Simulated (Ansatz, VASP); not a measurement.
# Cd3TeSe2: VASP beside Ansatz

Contents of INCAR:

```
ALGO = Normal ; EDIFF = 1E-6
ENCUT = 520 ; GGA = PE
ISIF = 2 ; ISMEAR = 0
LASPH = True ; LCHARG = True
LELF = True ; LREAL = False
LVHAR = True ; LWAVE = False
NBANDS = 36 ; NELM = 60
PREC = Accurate ; SIGMA = 0.1
```

File KPOINTS:

```
k-points
0
Gamma
  6 6 6
```

The input POSCAR:

```
Cd3TeSe2
1.0
   -2.2433338000      2.2433338000      9.4816233000
    2.2433338000     -2.2433338000      9.4816233000
    2.2433338000      2.2433338000     -9.4816233000
Cd Te Se
3 1 2
Direct
    0.8413210000      0.8413210000      0.0000000000
    0.5000000000      0.5000000000      0.0000000000
    0.1586790000      0.1586790000      0.0000000000
    0.2500000000      0.7500000000      0.5000000000
    0.5791270000      0.0791270000      0.5000000000
    0.9208730000      0.4208730000      0.5000000000
```

Input for Ansatz:

```yaml
crystal:
  lattice:
    - [-2.2433338, 2.2433338, 9.4816233]
    - [2.2433338, -2.2433338, 9.4816233]
    - [2.2433338, 2.2433338, -9.4816233]
  atoms:
    - { symbol: Cd, position: [0.841321, 0.841321, 0.0] }
    - { symbol: Cd, position: [0.5, 0.5, 0.0] }
    - { symbol: Cd, position: [0.158679, 0.158679, 0.0] }
    - { symbol: Te, position: [0.25, 0.75, 0.5] }
    - { symbol: Se, position: [0.579127, 0.079127, 0.5] }
    - { symbol: Se, position: [0.920873, 0.420873, 0.5] }
basis:
  ecutwfc: 420
kpoints:
  mp_grid: { grid: [6, 6, 6] }
hamiltonian:
  xc: pbe
scf:
  occupations: { method: gaussian, width: 0.1 }
  lower_state_search: "off"
output:
  forces: true
  stress: true
  eigenvalues: true
```

Alike in both runs: task single point; functional PBE; k mesh 6 × 6 × 6; occupations gaussian, width 0.1 eV; no spin polarisation.

```csv
,VASP,Ansatz
version,VASP 6.6.1,Ansatz 0.2.0
potentials or method,"VASP PAW PBE potentials, release 64 (Cd, Te, Se), cutoff 520 eV","scalar-relativistic, plane waves, PAW"
valence electrons in the cell,54,108
```

|  | VASP | Ansatz | Ansatz less VASP |
| --- | --- | --- | --- |
| gap on the k mesh at the Fermi level (eV) | 0.39 | 0.39 | +0.003 |
| least direct gap on the mesh (eV) | 0.39 | 0.39 | +0.003 |
| pressure (GPa) | 0.2 | 0.0 | -0.19 |
| rms of the force components (eV/Å) | 0.004 | 0.001 | -0.0031 |

Atom by atom the forces differ by 0.003 eV/Å (rms over components). VASP's potentials hold 54 valence electrons a cell and Ansatz's 108, so a difference there can come from the potentials and not from the codes.

Spin-orbit coupling is off throughout.
